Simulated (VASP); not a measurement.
AlP (sol), 2 atoms in the cell. Symmetry: F-43m, No. 216, cubic system. Conventional cell: a = 5.470 Å, b = 5.470 Å, c = 5.470 Å, α = 90.00°, β = 90.00°, γ = 90.00°. Al (site symmetry -43m) has 4 P at 2.37 Å within 3.1 Å. Within 3.1 Å of P (site symmetry -43m) lie 4 Al at 2.37 Å. 

| Quantity | Value |
| --- | --- |
| Program | VASP 6.6.1 |
| Task | single point |
| Functional | PBEsol |
| Potentials or basis | VASP PAW PBE potentials, release 64 (Al, P) |
| Cutoff | 500 eV |
| k mesh | 8 × 8 × 8 |
| Occupations | gaussian, width 0.01 eV |
| Spin | no spin polarisation |
| Dipole correction | no |
| Further INCAR settings | ALGO = Normal; EDIFF = 1e-06; NBANDS = 11 |

Potentials or basis: VASP PAW PBE potentials, release 64 (Al, P).

Run with:

```sh
$ cat potpaw_PBE.64/Al/POTCAR potpaw_PBE.64/P/POTCAR > POTCAR
$ mpirun -np 1 vasp_std > vasp.out
```

Hardware: 1 thread of AMD EPYC 7R13, on a shared host.

Estimate the wall time of this run.

Run time: 17 s on 1 thread of AMD EPYC 7R13, on a shared host, peak memory 0.12 GiB. Counts: scf iterations 12, k points 29.
